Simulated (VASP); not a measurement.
# H (I4/mmm) in VASP: settings compared

H is run at these levels: revPBE, BLYP; tasks: relaxation of cell and atoms.

Program: VASP 6.6.1. These are calculated values, not measurements. Logs are shortened: lines on timing, memory, paths and dates and some standing lists are left out, and cuts for length are marked.

## (1) The cell of the first run

Symmetry: I4/mmm, No. 139, tetragonal system. Conventional cell: a = 3.383 Å, b = 3.383 Å, c = 4.117 Å, α = 90.00°, β = 90.00°, γ = 90.00°. Within 1.0 Å of H (site symmetry 4mm) lie 1 H at 0.74 Å.

## (2) Relaxation of cell and atoms, revPBE

Contents of INCAR:

```
  ALGO = Normal
  EDIFF = 1E-6
  EDIFFG = -0.01
  ENCUT = 600
  GGA = RE
  IBRION = 2
  ISIF = 3
  ISMEAR = -1
  LASPH = T
  LCHARG = F
  LREAL = F
  LWAVE = F
  NELM = 60
  NSW = 60
  PREC = Accurate
  SIGMA = 0.05
```

Contents of KPOINTS:

```
k-points
0
Gamma
  11 11 11
```

Contents of POSCAR:

```
H
1.0
   -1.6915344700      1.6915344700      2.0584739900
    1.6915344700     -1.6915344700      2.0584739900
    1.6915344700      1.6915344700     -2.0584739900
H
2
Direct
    0.0901377100      0.0901377100      0.0000000000
    0.9098622900      0.9098622900      0.0000000000
```

Potentials or basis: VASP PAW PBE potentials, release 64 (H).

Launch:

```sh
> cat potpaw_PBE.64/H/POTCAR > POTCAR
> mpirun -np 1 vasp_std > vasp.out
```

OUTCAR:

```text
EDIFF = 1E-6
   EDIFFG = -0.01
   ENCUT = 600
   GGA = RE
   IBRION = 2
   ISIF = 3
   ISMEAR = -1
   LASPH = T
   LREAL = F
   NELM = 60
   NSW = 60
   PREC = Accurate

 ion  position               nearest neighbor table
   1  0.090  0.090  0.000-   2 0.74
   2  0.910  0.910  0.000-   1 0.74

  LATTYP: Found a body centered tetragonal cell.
 ALAT       =     3.3830689400
 C/A-ratio  =     1.2169270130

  Lattice vectors:

 A1 = (  -1.6915344700,   1.6915344700,   2.0584739900)
 A2 = (   1.6915344700,  -1.6915344700,   2.0584739900)
 A3 = (   1.6915344700,   1.6915344700,  -2.0584739900)

Analysis of symmetry for initial positions (statically):
=====================================================================
 Subroutine PRICEL returns:
 Original cell was already a primitive cell.

 Routine SETGRP: Setting up the symmetry group for a
 body centered tetragonal supercell.

 Subroutine GETGRP returns: Found 16 space group operations
 (whereof 16 operations were pure point group operations)
 out of a pool of 16 trial point group operations.

The static configuration has the point symmetry D_4h.

Analysis of symmetry for dynamics (positions and initial velocities):
=====================================================================
 Subroutine PRICEL returns:
 Original cell was already a primitive cell.

 Routine SETGRP: Setting up the symmetry group for a
 body centered tetragonal supercell.

 Subroutine GETGRP returns: Found 16 space group operations
 (whereof 16 operations were pure point group operations)
 out of a pool of 16 trial point group operations.

The dynamic configuration has the point symmetry D_4h.

 Subroutine INISYM returns: Found 16 space group operations
 (whereof 16 operations are pure point group operations),
 and found     1 'primitive' translations

----------------------------------------------------------------------------------------

                                     Primitive cell

  volume of cell :      23.5596

  direct lattice vectors                    reciprocal lattice vectors
    -1.691534470  1.691534470  2.058473990     0.000000000  0.295589602  0.242898381
     1.691534470 -1.691534470  2.058473990     0.295589602  0.000000000  0.242898381
     1.691534470  1.691534470 -2.058473990     0.295589602  0.295589602  0.000000000

  length of vectors
[... 105 lines left out ...]
  Thomas-Fermi vector in A             =   1.808708
   LORBIT       =      0    0 simple, 1 ext, 2 COOP (PROOUT), +10 PAW based schemes
   GGA     = RE    functional components
   LHFCALC =     F    Hartree Fock is set to
   AEXX    =    0.0000 exact exchange contribution
   IVDW    =     0    specifies the selected vdW correction
   LEPSILON=     F    determine dielectric tensor
   LRPA    =     F    only Hartree local field effects (RPA)
 conjugate gradient relaxation of ions
 non-spin polarized calculation
  energy-cutoff  :      600.00
  volume of cell :       23.56
 maximum number of plane-waves:       801
 NGX is ok and might be reduce to    28
   NGX = 13   NGY = 13   NGZ = 13

--------------------------------------- Ionic step        1  -------------------------------------------

 number of electron       2.0000001 magnetization

 Free energy of the ion-electron system (eV)
  ---------------------------------------------------
  ext. energy  EPLUGINS =         0.00000000
  ---------------------------------------------------
  free energy    TOTEN  =        -6.93889870 eV

  energy without entropy =       -6.93889870  energy(sigma->0) =       -6.93889870

------------------------ aborting loop because EDIFF is reached ----------------------------------------

  FORCE on cell =-STRESS in cart. coord.  units (eV):
  Direction    XX          YY          ZZ          XY          YZ          ZX
  --------------------------------------------------------------------------------------
  -------------------------------------------------------------------------------------
  Total        0.1479415      0.1479415      0.1994290      0.0000000      0.0000000      0.0000000
  in kB       10.0608247     10.0608247     13.5622497      0.0000000      0.0000000      0.0000000
  external PRESSURE =      11.2279664 kB  Pullay stress =       0.0000000 kB
[... 89 lines left out ...]
  FREE ENERGIE OF THE ION-ELECTRON SYSTEM (eV)
  ---------------------------------------------------
  free  energy   TOTEN  =        -6.9397562023 eV

  energy  without entropy=       -6.9397562022  energy(sigma->0) =       -6.93975620

[... ionic steps 4 to 14 ...]

--------------------------------------- Ionic step       15  -------------------------------------------

 number of electron       2.0000001 magnetization

------------------------ aborting loop because EDIFF is reached ----------------------------------------
[... 67 lines left out ...]
--------------------------------------- Ionic step       17  -------------------------------------------

 number of electron       2.0000000 magnetization

 Free energy of the ion-electron system (eV)
  ---------------------------------------------------
  ext. energy  EPLUGINS =         0.00000000
  ---------------------------------------------------
  free energy    TOTEN  =        -6.96530584 eV

  energy without entropy =       -6.96530584  energy(sigma->0) =       -6.96530584

 E-fermi :  -7.9602     XC(G=0):  -4.1957

 val. band max:       -9.0066350291   @ k =  -0.4545   0.4545   0.4545
 cond. band min:       0.6951854380   @ k =   0.4545   0.0000  -0.0000
 fundamental gap:      9.7018204671
 Fermi energy:        -7.9601500203

 k-point     1 :       0.0000    0.0000    0.0000
  band No.  band energies     occupation
      1     -10.1680      2.00000
      2       3.1208      0.00000
      3       6.5276      0.00000
      4      11.7086      0.00000
      5      11.7086      0.00000
[... 177 lines left out ...]
 k-point    24 :      -0.1818    0.1818    0.0000
  band No.  band energies     occupation
      1      -9.9341      2.00000
      2       2.6759      0.00000
      3       5.7026      0.00000
      4      10.2433      0.00000
      5      10.7897      0.00000

 [... further k-points ...]

------------------------ aborting loop because EDIFF is reached ----------------------------------------

  FORCE on cell =-STRESS in cart. coord.  units (eV):
  Direction    XX          YY          ZZ          XY          YZ          ZX
  --------------------------------------------------------------------------------------
  -------------------------------------------------------------------------------------
  Total       -0.0011503     -0.0011503     -0.0031223      0.0000000     -0.0000000      0.0000000
  in kB       -0.0544212     -0.0544212     -0.1477178      0.0000000     -0.0000000      0.0000000
  external PRESSURE =      -0.0855200 kB  Pullay stress =       0.0000000 kB
[... 17 lines left out ...]
  FREE ENERGIE OF THE ION-ELECTRON SYSTEM (eV)
  ---------------------------------------------------
  free  energy   TOTEN  =        -6.9653058420 eV

  energy  without entropy=       -6.9653058419  energy(sigma->0) =       -6.96530584

 reached required accuracy - stopping structural energy minimisation
```

CONTCAR:

```text
H
   1.00000000000000
    -1.9152839527519139    1.9152839527519139    2.3079354448384937
     1.9152839527519139   -1.9152839527519139    2.3079354448384937
     1.9152839527519139    1.9152839527519139   -2.3079354448384937
  H
     2
Direct
     0.0808265582455628    0.0808265582455628    0.0000000000000000
     0.9191734417544372    0.9191734417544372    0.0000000000000000

  0.00000000E+00  0.00000000E+00  0.00000000E+00
  0.00000000E+00  0.00000000E+00  0.00000000E+00
```

Wall time 47 s (1 thread of Intel Xeon 6975P-C (Granite Rapids), shared host); peak memory 0.15 GiB.

Results:

```
Free energy                            : -6.9653 eV
Relaxed volume                         : 16.93 Å³/atom
Relaxed cell                           : a = 3.559 Å, b = 3.559 Å, c = 3.559 Å, α = 114.87°, β = 114.87°, γ = 99.13°
Space group after relaxing (to 0.05 Å) : I4/mmm (No. 139)
Energy gained by relaxing              : 13.2 meV/atom
Ionic steps                            : 17
Pressure after relaxing                : 0.0 GPa
Largest force after relaxing           : 0.008 eV/Å
Band gap on the k mesh                 : 9.70 eV, indirect (least direct gap 10.11 eV)
```

Forces on the atoms (eV/Å):
```
H    0.000  0.000  0.008
H    0.000  0.000 -0.008
```

The path:
```csv
step,energy change (eV),largest force (eV/Å),pressure (GPa),volume (Å³)
1,0.0000,0.0634,1.12,23.56
2,-0.0007,0.2734,0.52,23.84
3,-0.0009,0.1808,0.69,23.76
4,-0.0017,0.1776,0.67,23.90
5,-0.0041,0.1671,0.63,24.30
6,-0.0084,0.1429,0.56,25.11
7,-0.0156,0.0839,0.44,26.79
8,-0.0242,0.0791,0.32,30.39
9,-0.0177,0.5907,0.34,38.50
10,-0.0249,0.3317,0.41,33.18
11,-0.0261,0.1556,0.16,33.77
12,-0.0263,0.0331,0.00,34.20
13,-0.0263,0.0266,0.00,34.22
14,-0.0263,0.0207,-0.01,34.24
15,-0.0263,0.0202,-0.01,34.20
16,-0.0264,0.0161,-0.01,34.09
17,-0.0264,0.0084,-0.01,33.86
```

Final structure:
```xyz
2
Lattice="-1.9153 1.9153 2.3079 1.9153 -1.9153 2.3079 1.9153 1.9153 -2.3079" Properties=species:S:1:pos:R:3 pbc="T T T"
H     0.0000    0.0000    0.3731
H     0.0000    0.0000    4.2428
```

Levels at points of the mesh, in eV from the valence-band top:
```
           k point  band 1  band 2  band 3  band 4  band 5
(0.00, 0.00, 0.00)   -1.16   12.13   15.53   20.72   20.72
```

Caveat: the volume moved by over 15 % at a fixed basis, so the end points are rough; the PAW data sets were made with another functional, which shifts forces and pressure a little. A k mesh can miss the band edges.

## (3) Relaxation of cell and atoms, BLYP

Contents of INCAR:

```
SYSTEM = H
PREC = Accurate ; ENCUT = 600
EDIFF = 1E-6 ; ISMEAR = -1
SIGMA = 0.05 ; LREAL = .False.
LASPH = .True. ; NELM = 80
ALGO = Normal ; ISIF = 3
LWAVE = .False. ; LCHARG = .False.
GGA = B5 ; ALDAX = 1.0
AGGAX = 1.0 ; AGGAC = 1.0
ALDAC = 0.0 ; IBRION = 2
NSW = 60 ; EDIFFG = -0.01
```

Contents of KPOINTS:

```
regular mesh
0
Gamma
  11 11 11
  0 0 0
```

POSCAR is that of step 2.

Potentials or basis: VASP PAW PBE potentials, release 64 (H).

Launch:

```sh
> cat potpaw_PBE.64/H/POTCAR > POTCAR
> mpirun -np 1 vasp_std > vasp.out
```

OUTCAR:

```text
SYSTEM = H
   PREC = Accurate
   ENCUT = 600
   EDIFF = 1E-6
   ISMEAR = -1
   LREAL = .False.
   LASPH = .True.
   NELM = 80
   ISIF = 3
   GGA = B5
   IBRION = 2
   NSW = 60
   EDIFFG = -0.01

 ion  position               nearest neighbor table
   1  0.090  0.090  0.000-   2 0.74
   2  0.910  0.910  0.000-   1 0.74

  LATTYP: Found a body centered tetragonal cell.
 ALAT       =     3.3830689400
 C/A-ratio  =     1.2169270130

  Lattice vectors:

 A1 = (  -1.6915344700,   1.6915344700,   2.0584739900)
 A2 = (   1.6915344700,  -1.6915344700,   2.0584739900)
 A3 = (   1.6915344700,   1.6915344700,  -2.0584739900)

Analysis of symmetry for initial positions (statically):
=====================================================================
 Subroutine PRICEL returns:
 Original cell was already a primitive cell.

 Routine SETGRP: Setting up the symmetry group for a
 body centered tetragonal supercell.

 Subroutine GETGRP returns: Found 16 space group operations
 (whereof 16 operations were pure point group operations)
 out of a pool of 16 trial point group operations.

The static configuration has the point symmetry D_4h.

[... 264 lines left out ...]

  energy  without entropy=       -6.7768169537  energy(sigma->0) =       -6.77681695

[... ionic steps 4 to 9 ...]

--------------------------------------- Ionic step       10  -------------------------------------------

 number of electron       1.9999999 magnetization

------------------------ aborting loop because EDIFF is reached ----------------------------------------
[... 67 lines left out ...]
--------------------------------------- Ionic step       12  -------------------------------------------

 number of electron       1.9999999 magnetization

 Free energy of the ion-electron system (eV)
  ---------------------------------------------------
  ext. energy  EPLUGINS =         0.00000000
  ---------------------------------------------------
  free energy    TOTEN  =        -6.78945564 eV

  energy without entropy =       -6.78945564  energy(sigma->0) =       -6.78945564

 E-fermi :  -7.8573     XC(G=0):  -4.4524

 val. band max:       -8.8438105188   @ k =  -0.4545   0.4545   0.4545
 cond. band min:       0.6639465697   @ k =   0.4545   0.0000  -0.0000
 fundamental gap:      9.5077570884
 Fermi energy:        -7.8572713921

 k-point     1 :       0.0000    0.0000    0.0000
  band No.  band energies     occupation
      1     -10.2090      2.00000
      2       3.4811      0.00000
      3       6.8947      0.00000
      4      12.2567      0.00000
      5      12.2567      0.00000
[... 177 lines left out ...]
 k-point    24 :      -0.1818    0.1818    0.0000
  band No.  band energies     occupation
      1      -9.9370      2.00000
      2       2.9376      0.00000
      3       5.9799      0.00000
      4      10.6723      0.00000
      5      11.2964      0.00000

 [... further k-points ...]

------------------------ aborting loop because EDIFF is reached ----------------------------------------

  FORCE on cell =-STRESS in cart. coord.  units (eV):
  Direction    XX          YY          ZZ          XY          YZ          ZX
  --------------------------------------------------------------------------------------
  -------------------------------------------------------------------------------------
  Total        0.0007177      0.0007177     -0.0034128      0.0000000      0.0000000      0.0000000
  in kB        0.0364032      0.0364032     -0.1730937      0.0000000      0.0000000      0.0000000
  external PRESSURE =      -0.0334291 kB  Pullay stress =       0.0000000 kB
[... 17 lines left out ...]
  FREE ENERGIE OF THE ION-ELECTRON SYSTEM (eV)
  ---------------------------------------------------
  free  energy   TOTEN  =        -6.7894556387 eV

  energy  without entropy=       -6.7894556386  energy(sigma->0) =       -6.78945564

 reached required accuracy - stopping structural energy minimisation
```

OSZICAR:

```text
N       E                     dE             d eps       ncg     rms          rms(c)
DAV:   1    -0.696895418994E+01   -0.69690E+01   -0.52781E+02  1265   0.292E+02
DAV:   2    -0.744619828028E+01   -0.47724E+00   -0.47724E+00  1695   0.179E+01
DAV:   3    -0.744733782301E+01   -0.11395E-02   -0.11395E-02  1395   0.884E-01
[... 73 lines left out ...]
  11 F= -.67891991E+01 E0= -.67891991E+01  d E =-.747203E-04
       N       E                     dE             d eps       ncg     rms          rms(c)
DAV:   1    -0.678952988709E+01   -0.33078E-03   -0.39079E-03  1260   0.531E-01    0.510E-02
DAV:   2    -0.678947370292E+01    0.56184E-04   -0.45249E-05  1295   0.371E-02    0.276E-02
DAV:   3    -0.678945556267E+01    0.18140E-04   -0.63530E-05  1280   0.389E-02    0.251E-03
DAV:   4    -0.678945563868E+01   -0.76014E-07   -0.35434E-07  1050   0.587E-03
  12 F= -.67894556E+01 E0= -.67894556E+01  d E =-.331300E-03
```

CONTCAR:

```text
H
   1.00000000000000
    -1.8682217953723497    1.8682217953723497    2.2626640068500876
     1.8682217953723497   -1.8682217953723497    2.2626640068500876
     1.8682217953723497    1.8682217953723497   -2.2626640068500876
  H
     2
Direct
     0.0822371406629396    0.0822371406629396    0.0000000000000000
     0.9177628593370604    0.9177628593370604    0.0000000000000000

  0.00000000E+00  0.00000000E+00  0.00000000E+00
  0.00000000E+00  0.00000000E+00  0.00000000E+00
```

Run time: 58 s. Hardware: 1 thread of Intel Xeon 6975P-C (Granite Rapids), shared host; peak memory 0.15 GiB.

Results:

- Free energy: -6.7895 eV
- Relaxed volume: 15.79 Å³/atom
- Relaxed cell: a = 3.479 Å, b = 3.479 Å, c = 3.479 Å, α = 115.03°, β = 115.03°, γ = 98.85°
- Space group after relaxing (to 0.05 Å): I4/mmm (No. 139)
- Energy gained by relaxing: 6.5 meV/atom
- Ionic steps: 12
- Pressure after relaxing: 0.0 GPa
- Band gap on the k mesh: 9.51 eV, indirect (least direct gap 9.99 eV)

Forces on the atoms (eV/Å):
```
H    0.000  0.000  0.003
H    0.000  0.000 -0.003
```

Step by step:
| step | energy change (eV) | largest force (eV/Å) | pressure (GPa) | volume (Å³) |
| --- | --- | --- | --- | --- |
| 1 | 0.0000 | 0.0307 | 0.67 | 23.56 |
| 2 | -0.0003 | 0.1459 | 0.35 | 23.73 |
| 3 | -0.0004 | 0.1250 | 0.39 | 23.71 |
| 4 | -0.0006 | 0.1241 | 0.39 | 23.77 |
| 5 | -0.0013 | 0.1199 | 0.37 | 23.95 |
| 6 | -0.0026 | 0.1111 | 0.35 | 24.33 |
| 7 | -0.0050 | 0.0911 | 0.31 | 25.09 |
| 8 | -0.0087 | 0.0405 | 0.24 | 26.65 |
| 9 | -0.0125 | 0.0999 | 0.21 | 29.97 |
| 10 | -0.0127 | 0.1523 | 0.20 | 31.17 |
| 11 | -0.0127 | 0.1226 | -0.19 | 31.96 |
| 12 | -0.0130 | 0.0025 | 0.00 | 31.59 |

Final structure:
```
CELL_PARAMETERS angstrom
-1.86822 1.86822 2.26266
1.86822 -1.86822 2.26266
1.86822 1.86822 -2.26266
ATOMIC_POSITIONS crystal
H 0.08224 0.08224 0.00000
H 0.91776 0.91776 0.00000
```

Caveat: the volume moved by over 15 % at a fixed basis, so the end points are rough; the PAW data sets were made with another functional, which shifts forces and pressure a little. A k mesh can miss the band edges.
